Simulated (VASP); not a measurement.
# Gd (P6_3/mmc) in VASP: single point with LDA

Aim: the single point of Gd with LDA.

Program: VASP 6.6.1. These are calculated values, not measurements. Logs are shortened: lines on timing, memory, paths and dates and some standing lists are left out, and cuts for length are marked.

**1. The cell of the first run**

The structure is hexagonal, space group P6_3/mmc (No. 194). The conventional cell has a = 3.491 Å, b = 3.491 Å, c = 5.553 Å, α = 90.00°, β = 90.00°, γ = 120.00°. Gd (site symmetry -6m2) has 12 Gd at 3.43 to 3.49 Å within 4.5 Å.

**2. Single point, LDA, collinear spin, antiferromagnetic start**

INCAR reads:

```
SYSTEM = Gd
ALGO = Normal
EDIFF = 1E-6
ENCUT = 520
GGA = CA
ISIF = 2
ISMEAR = 0
ISPIN = 2
LASPH = .TRUE.
LCHARG = .TRUE.
LELF = .TRUE.
LMAXMIX = 6
LORBIT = 11
LREAL = .FALSE.
LVHAR = .TRUE.
LWAVE = .FALSE.
MAGMOM = 7.88 -7.88
NBANDS = 29
NELM = 150
PREC = Accurate
SIGMA = 0.05
```

KPOINTS reads:

```
k-points
0
G
  14 14 8
  0 0 0
```

POSCAR reads:

```
Gd
1.0
    3.4912797391      0.0000000000      0.0000000000
   -1.7456398696      3.0235369457      0.0000000000
    0.0000000000      0.0000000000      5.5532146907
Gd
2
Direct
    0.3333333333      0.6666666667      0.7500000000
    0.6666666667      0.3333333333      0.2500000000
```

Potentials or basis: VASP PAW PBE potentials, release 64 (Gd).

Launch:

```bash
> cat potpaw_PBE.64/Gd/POTCAR > POTCAR
> mpirun -np 1 vasp_std > vasp.out
```

OUTCAR:

```text
SYSTEM = Gd
   EDIFF = 1E-6
   ENCUT = 520
   GGA = CA
   ISIF = 2
   ISMEAR = 0
   ISPIN = 2
   LASPH = .TRUE.
   LORBIT = 11
   LREAL = .FALSE.
   NELM = 150
   PREC = Accurate

 ion  position               nearest neighbor table
   1  0.333  0.667  0.750-   2 3.43   2 3.43   2 3.43   2 3.43   2 3.43   2 3.43
   2  0.667  0.333  0.250-   1 3.43   1 3.43   1 3.43   1 3.43   1 3.43   1 3.43

  LATTYP: Found a hexagonal cell.
 ALAT       =     3.4912797391
 C/A-ratio  =     1.5905957430

  Lattice vectors:

 A1 = (   3.4912797391,   0.0000000000,   0.0000000000)
 A2 = (  -1.7456398696,   3.0235369457,   0.0000000000)
 A3 = (   0.0000000000,   0.0000000000,   5.5532146907)

Analysis of symmetry for initial positions (statically):
=====================================================================
 Subroutine PRICEL returns:
 Original cell was already a primitive cell.

 Routine SETGRP: Setting up the symmetry group for a
 hexagonal supercell.

 Subroutine GETGRP returns: Found 24 space group operations
 (whereof 12 operations were pure point group operations)
 out of a pool of 24 trial point group operations.

The static configuration has the point symmetry D_3d.
 The point group associated with its full space group is D_6h.

Analysis of symmetry for dynamics (positions and initial velocities):
=====================================================================
 Subroutine PRICEL returns:
 Original cell was already a primitive cell.

 Routine SETGRP: Setting up the symmetry group for a
 hexagonal supercell.

 Subroutine GETGRP returns: Found 24 space group operations
 (whereof 12 operations were pure point group operations)
 out of a pool of 24 trial point group operations.

The dynamic configuration has the point symmetry D_3d.
 The point group associated with its full space group is D_6h.

Analysis of structural, dynamic, and magnetic symmetry:
=====================================================================
 Subroutine PRICEL returns:
 Original cell was already a primitive cell.

 Routine SETGRP: Setting up the symmetry group for a
 hexagonal supercell.

 Subroutine GETGRP returns: Found 24 space group operations
 (whereof 12 operations were pure point group operations)
 out of a pool of 24 trial point group operations.

The overall configuration has the point symmetry D_3d.
 The point group associated with its full space group is D_6h.

 Subroutine INISYM returns: Found 24 space group operations
 (whereof 12 operations are pure point group operations),
 and found     1 'primitive' translations

----------------------------------------------------------------------------------------

                                     Primitive cell

  volume of cell :      58.6198

  direct lattice vectors                    reciprocal lattice vectors
     3.491279739  0.000000000  0.000000000     0.286427922  0.165369238  0.000000000
    -1.745639870  3.023536946  0.000000000     0.000000000  0.330738475  0.000000000
     0.000000000  0.000000000  5.553214691     0.000000000  0.000000000  0.180075876

  length of vectors
     3.491279739  3.491279739  5.553214691     0.330738475  0.330738475  0.180075876

  position of ions in fractional coordinates (direct lattice)
     0.333333333  0.666666667  0.750000000
     0.666666667  0.333333333  0.250000000

  ion indices of the primitive-cell ions
   primitive index   ion index
                 1           1
                 2           2

----------------------------------------------------------------------------------------

 KPOINTS: k-points

Automatic generation of k-mesh.
 Grid dimensions read from file:
 generate k-points for:   14   14    8

 Generating k-lattice:

  Cartesian coordinates                     Fractional coordinates (reciprocal lattice)
     0.020459137  0.011812088  0.000000000     0.071428571  0.000000000  0.000000000
     0.000000000  0.023624177  0.000000000     0.000000000  0.071428571  0.000000000
     0.000000000  0.000000000  0.022509484     0.000000000  0.000000000  0.125000000

  Length of vectors
     0.023624177  0.023624177  0.022509484

  Shift w.r.t. Gamma in fractional coordinates (k-lattice)
     0.000000000  0.000000000  0.000000000

 Subroutine IBZKPT returns following result:
 ===========================================

 Found    120 irreducible k-points:

 Following reciprocal coordinates:
            Coordinates               Weight
  0.000000  0.000000  0.000000      1.000000
  0.071429 -0.000000  0.000000      6.000000
  0.142857  0.000000  0.000000      6.000000
  0.214286  0.000000  0.000000      6.000000
  0.285714  0.000000  0.000000      6.000000
  0.357143  0.000000  0.000000      6.000000
[... 16 lines left out ...]
  0.285714  0.285714  0.000000      6.000000
  0.357143  0.285714  0.000000      6.000000
 [... further k-points ...]
   k-points           NKPTS =    120   k-points in BZ     NKDIM =    120   number of bands    NBANDS=     29
   number of dos      NEDOS =    301   number of ions     NIONS =      2
   total plane-waves  NPLWV =  32928
   dimension x,y,z NGX =    28 NGY =   28 NGZ =   42
   dimension x,y,z NGXF=    56 NGYF=   56 NGZF=   84
   ions per type =               2
   NGX,Y,Z   is equivalent  to a cutoff of  13.33, 13.33, 12.57 a.u.
   NGXF,Y,Z  is equivalent  to a cutoff of  26.67, 26.67, 25.15 a.u.
 SYSTEM =  Gd
   PREC   = accura    normal or accurate (medium, high low for compatibility)
   ISTART =      0    job   : 0-new  1-cont  2-samecut
   ICHARG =      2    charge: 1-file 2-atom 10-const
   ISPIN  =      2    spin polarized calculation?
   LNONCOLLINEAR =      F non collinear calculations
   LSORBIT =      F    spin-orbit coupling
   LASPH  =      T    aspherical Exc in radial PAW
   ENCUT  =  520.0 eV  38.22 Ry    6.18 a.u.   6.49  6.49 10.33*2*pi/ulx,y,z
   NELM   =    150;   NELMIN=  2; NELMDL= -5     # of ELM steps
   EDIFF  = 0.1E-05   stopping-criterion for ELM
   LREAL  =      F    real-space projection
   EDIFFG = 0.1E-04   stopping-criterion for IOM
   NSW    =      0    number of steps for IOM
   IBRION =     -1    ionic relax: 0-MD 1-quasi-New 2-CG
   NFREE  =      0    steps in history (QN), initial steepest desc. (CG)
   ISIF   =      2    stress and relaxation
   ISYM   =      2    0-nonsym 1-usesym 2-fastsym
   POTIM  = 0.5000    time-step for ionic-motion
   TEBEG  =    0.0;   TEEND  =   0.0 temperature during run
   PSTRESS=    0.0 pullay stress
   NELECT =      36.0000    total number of electrons
   NUPDOWN=      -1.0000    fix difference up-down
   EMIN   =  10.00;   EMAX   =-10.00  energy-range for DOS
   EFERMI =   0.00;   METHOD = LEGACY
   ISMEAR =     0;   SIGMA  =   0.05  broadening in eV -4-tet -1-fermi 0-gaus
   EFERMI_NEDOS =   21; number of points for ismear=-14 and -15
   IALGO  =     38    algorithm
   IMIX   =      4    mixing-type and parameters
     AMIX     =   0.40;   BMIX     =  1.00
     AMIX_MAG =   1.60;   BMIX_MAG =  1.00
  volume/ion in A,a.u.               =      29.31       197.79
  Fermi-wavevector in a.u.,A,eV,Ry     =   1.391535  2.629620 26.345917  1.936370
  Thomas-Fermi vector in A             =   2.515365
   LORBIT       =     11    0 simple, 1 ext, 2 COOP (PROOUT), +10 PAW based schemes
   GGA     = CA    functional components
   LHFCALC =     F    Hartree Fock is set to
   AEXX    =    0.0000 exact exchange contribution
   IVDW    =     0    specifies the selected vdW correction
   LEPSILON=     F    determine dielectric tensor
   LRPA    =     F    only Hartree local field effects (RPA)
 spin polarized calculation
 Gauss-broadening in eV      SIGMA  =   0.05
  energy-cutoff  :      520.00
  volume of cell :       58.62
 maximum number of plane-waves:      1604
 NGX is ok and might be reduce to    28
   NGX = 13   NGY = 13   NGZ = 21

 number of electron      35.9999993 magnetization       0.0000000

 number of electron      35.9999993 magnetization      -0.0000000

 Free energy of the ion-electron system (eV)
  ---------------------------------------------------
  ext. energy  EPLUGINS =         0.00000000
  ---------------------------------------------------
  free energy    TOTEN  =       -23.40487358 eV

  energy without entropy =      -23.40156321  energy(sigma->0) =      -23.40321839

 E-fermi :   3.2287     XC(G=0): -10.8059

 val. band max:        3.2255844224   @ k =   0.1429   0.0714   0.2500
 cond. band min:       3.2314408178   @ k =   0.1429   0.0000   0.5000
 fundamental gap:      0.0058563954
 Fermi energy:         3.2286879879

 spin component 1

 k-point     1 :       0.0000    0.0000    0.0000
  band No.  band energies     occupation
      1     -41.2526      1.00000
      2     -38.3693      1.00000
      3     -19.0396      1.00000
      4     -18.4971      1.00000
      5     -18.4971      1.00000
      6     -16.6322      1.00000
[... 21 lines left out ...]
     28       5.5695      0.00000
     29       6.1841      0.00000
[... 705 lines left out ...]
 k-point    24 :       0.3571    0.2857    0.0000
  band No.  band energies     occupation
      1     -41.1774      1.00000
      2     -38.2802      1.00000
      3     -19.0805      1.00000
      4     -18.9683      1.00000
      5     -18.7720      1.00000
      6     -16.9703      1.00000
[... 21 lines left out ...]
     28       5.0841      0.00000
     29       6.2323      0.00000

 [... further k-points ...]

 spin component 2

 k-point     1 :       0.0000    0.0000    0.0000
  band No.  band energies     occupation
      1     -41.2526      1.00000
      2     -38.3693      1.00000
      3     -19.0396      1.00000
      4     -18.4971      1.00000
      5     -18.4971      1.00000
      6     -16.6322      1.00000
[... 21 lines left out ...]
     28       5.5695      0.00000
     29       6.1841      0.00000
[... 705 lines left out ...]
 k-point    24 :       0.3571    0.2857    0.0000
  band No.  band energies     occupation
      1     -41.1774      1.00000
      2     -38.2802      1.00000
      3     -19.0805      1.00000
      4     -18.9683      1.00000
      5     -18.7720      1.00000
      6     -16.9703      1.00000
[... 21 lines left out ...]
     28       5.0841      0.00000
     29       6.2323      0.00000

 [... further k-points ...]
[... 5 lines left out ...]
  --------------------------------------------------------------------------------------
  -------------------------------------------------------------------------------------
  Total       -0.1651441     -0.1651441     -0.2901087      0.0000000      0.0000000      0.0000000
  in kB       -4.5136641     -4.5136641     -7.9291551      0.0000000      0.0000000      0.0000000
  external PRESSURE =      -5.6521611 kB  Pullay stress =       0.0000000 kB

 VOLUME and BASIS-vectors are now :
 -----------------------------------------------------------------------------
  energy-cutoff  :      520.00
  volume of cell :       58.62
      direct lattice vectors                 reciprocal lattice vectors
     3.491279739  0.000000000  0.000000000     0.286427922  0.165369238  0.000000000
    -1.745639870  3.023536946  0.000000000     0.000000000  0.330738475  0.000000000
     0.000000000  0.000000000  5.553214691     0.000000000  0.000000000  0.180075876

 POSITION                                       TOTAL-FORCE (eV/Angst)
 -----------------------------------------------------------------------------------
     -0.00000      2.01569      4.16491         0.000000      0.000000      0.000000
      1.74564      1.00785      1.38830        -0.000000     -0.000000      0.000000
 -----------------------------------------------------------------------------------
    total drift:                                0.000000     -0.000000      0.000000

  FREE ENERGIE OF THE ION-ELECTRON SYSTEM (eV)
  ---------------------------------------------------
  free  energy   TOTEN  =       -23.4048735764 eV

  energy  without entropy=      -23.4015632110  energy(sigma->0) =      -23.40321839

 total charge

# of ion       s       p       d       f       tot
--------------------------------------------------
    1        2.080   5.519   0.636   7.025  15.260
    2        2.080   5.519   0.636   7.025  15.260
--------------------------------------------------
tot          4.159  11.038   1.272  14.049  30.519

 magnetization (x)

# of ion       s       p       d       f       tot
--------------------------------------------------
    1        0.010  -0.049   0.174   6.744   6.879
    2       -0.010   0.049  -0.174  -6.744  -6.879
--------------------------------------------------
tot          0.000   0.000   0.000   0.000   0.000
```

Wall time 30 min (1 thread of Intel Xeon 8259CL, shared host); peak memory 0.41 GiB.

Results:

| Item | Value |
| --- | --- |
| Free energy | -23.4049 eV |
| Pressure | -0.6 GPa |
| Band gap on the k mesh | zero (filled and empty bands overlap) |
| Net moment | 0.00 μB per cell |
| Site moments | Gd +6.88, -6.88 μB |
| Valence electrons inside the program's atomic spheres | Gd 15.26 |

Caveat: the antiferromagnetic order is the one typed at the start, and another may lie lower; the PAW data sets were made with another functional, which shifts forces and pressure a little; spin-orbit coupling is left out, which moves the levels of the heavy elements; semilocal functionals describe open f shells poorly, which spoils levels, moments and volumes. The state reached can hang on the start; a lower one may exist.
